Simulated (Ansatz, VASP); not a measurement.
# Two plane-wave programs on KZnF3

INCAR

```
PREC = Accurate
ENCUT = 520
EDIFF = 1E-6
ISMEAR = -1
SIGMA = 0.02
LREAL = False
LASPH = True
NELM = 80
ALGO = Normal
ISIF = 2
LWAVE = False
LCHARG = False
GGA = PE
NBANDS = 29
```

File KPOINTS:

```
regular mesh
0
Gamma
  6 6 6
```

Contents of POSCAR:

```
KZnF3
1.0
    4.0461680185      0.0596809783      0.0000000000
    0.0596809783      4.0461680185      0.0000000000
    0.0000000000      0.0000000000      4.0461680185
K Zn F
1 1 3
Direct
    0.0000000000      0.0000000000      0.0000000000
    0.5000000000      0.5000000000      0.5000000000
    0.5000000000      0.5000000000      0.0000000000
    0.0000000000      0.5000000000      0.5000000000
    0.5000000000      0.0000000000      0.5000000000
```

Input for Ansatz:

```yaml
crystal:
  lattice:
    - [4.0461680185, 0.0596809783, 0.0]
    - [0.0596809783, 4.0461680185, 0.0]
    - [0.0, 0.0, 4.0461680185]
  atoms:
    - { symbol: K, position: [0.0, 0.0, 0.0] }
    - { symbol: Zn, position: [0.5, 0.5, 0.5] }
    - { symbol: F, position: [0.5, 0.5, 0.0] }
    - { symbol: F, position: [0.0, 0.5, 0.5] }
    - { symbol: F, position: [0.5, 0.0, 0.5] }
kpoints:
  mp_grid: { grid: [6, 6, 6] }
  band_path:
    path:
      - [0.0, 0.0, 0.0]
      - [0.0, 0.5, 0.0]
      - [0.5, 0.5, 0.0]
      - [0.5, 0.5, 0.5]
      - [-0.5, -0.5, 0.494792]
    npoints: 1
hamiltonian:
  xc: pbe
scf:
  occupations: { method: fermi_dirac, width: 0.02 }
  n_extra_bands: 5
output:
  forces: true
  stress: true
  eigenvalues: true
```

Change from the starting cell: shear_xy strain +3.0%.

Alike in both runs: task single point; functional PBE; k mesh 6 × 6 × 6; occupations fermi-dirac, width 0.02 eV; no spin polarisation.

```csv
,VASP,Ansatz
version,VASP 6.6.1,Ansatz 0.2.0
potentials or method,"VASP PAW PBE potentials, release 64 (K_sv, Zn, F)","plane waves, PAW"
plane-wave cutoff (eV),520,420
valence electrons in the cell,42,42
```

Ansatz gave:

- gap on the k mesh at the Fermi level (eV): 3.87
- pressure (GPa): 4.8
- traceless stress, the component that is largest in VASP (GPa): -1.02

Problem. What did VASP give for the same quantities?

Solution. gap on the k mesh at the Fermi level (eV): 3.80; pressure (GPa): 5.3; traceless stress, the component that is largest in VASP (GPa): -1.00.

With one functional, cell and mesh, what is left measures potentials, basis and numerics.
